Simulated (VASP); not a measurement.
Wanted: the native input for a VASP 6.6.1 run.

```yaml
Task: density of states
Functional: PBEsol
Potentials_or_basis: VASP PAW PBE potentials, release 64 (Zr_sv, B)
Cutoff: 520 eV
k_mesh: 14 × 14 × 14
Occupations: gaussian, width 0.1 eV
Spin: no spin polarisation
Dipole_correction: no
k_mesh_for_the_DOS: 21 × 21 × 21
Occupations_for_the_DOS: tetrahedron
Further_INCAR_settings: ALGO = Normal; EDIFF = 1e-07; NBANDS = 14
```

Crystal: ZrB.

```
CELL_PARAMETERS angstrom
0.00000 2.43110 2.43110
2.43110 0.00000 2.43110
2.43110 2.43110 0.00000
ATOMIC_POSITIONS crystal
Zr 0.00000 0.00000 0.00000
B 0.50000 0.50000 0.50000
```

One way to write it, as run:

POSCAR

```
ZrB
1.0
    0.0000000000      2.4311025528      2.4311025528
    2.4311025528      0.0000000000      2.4311025528
    2.4311025528      2.4311025528      0.0000000000
Zr B
1 1
Direct
    0.0000000000      0.0000000000      0.0000000000
    0.5000000000      0.5000000000      0.5000000000
```

INCAR.step1

```
SYSTEM = ZrB
ALGO     = Normal         ! electronic algorithm
EDIFF    = 1E-7           ! SCF threshold, eV
ENCUT    = 520            ! plane-wave cutoff, eV
GGA      = PS             ! functional
ISIF     = 2              ! what is computed and relaxed
ISMEAR   = 0              ! smearing method
LASPH    = .TRUE.         ! aspherical terms in the spheres
LCHARG   = .TRUE.         ! write CHGCAR
LMAXMIX  = 4              ! l up to which the mixer works
LREAL    = .FALSE.        ! projectors in reciprocal space
LWAVE    = .FALSE.        ! write WAVECAR
NBANDS   = 14             ! bands
NELM     = 80             ! most SCF steps
PREC     = Accurate       ! precision mode
SIGMA    = 0.1            ! smearing width, eV
```

KPOINTS.step1

```
k-points
0
G
  14 14 14
  0 0 0
```

INCAR.step2

```
SYSTEM = ZrB
ALGO     = Normal         ! electronic algorithm
EDIFF    = 1E-7           ! SCF threshold, eV
ENCUT    = 520            ! plane-wave cutoff, eV
GGA      = PS             ! functional
ICHARG   = 11             ! starting density
ISIF     = 2              ! what is computed and relaxed
ISMEAR   = -5             ! smearing method
LASPH    = .TRUE.         ! aspherical terms in the spheres
LCHARG   = .FALSE.        ! write CHGCAR
LMAXMIX  = 4              ! l up to which the mixer works
LORBIT   = 10             ! projections on sites
LREAL    = .FALSE.        ! projectors in reciprocal space
LWAVE    = .FALSE.        ! write WAVECAR
NBANDS   = 14             ! bands
NEDOS    = 1001           ! points of the DOS
NELM     = 80             ! most SCF steps
PREC     = Accurate       ! precision mode
SIGMA    = 0.1            ! smearing width, eV
```

KPOINTS.step2

```
k-points
0
G
  21 21 21
  0 0 0
```

Potentials or basis: VASP PAW PBE potentials, release 64 (Zr_sv, B).

Command:

```sh
$ cat potpaw_PBE.64/Zr_sv/POTCAR potpaw_PBE.64/B/POTCAR > POTCAR
$ cp INCAR.step1 INCAR
$ cp KPOINTS.step1 KPOINTS
$ mpirun -np 1 vasp_std > vasp.out
$ cp INCAR.step2 INCAR
$ cp KPOINTS.step2 KPOINTS
$ mpirun -np 1 vasp_std > vasp.out
```

Results of the run:

* Valence electrons inside the program's atomic spheres: Zr 9.88; B 1.78

It took 87 s on 1 thread of Intel(R) Xeon(R) Platinum 8488C (Sapphire Rapids), with other jobs on the host, peak memory 0.24 GiB.
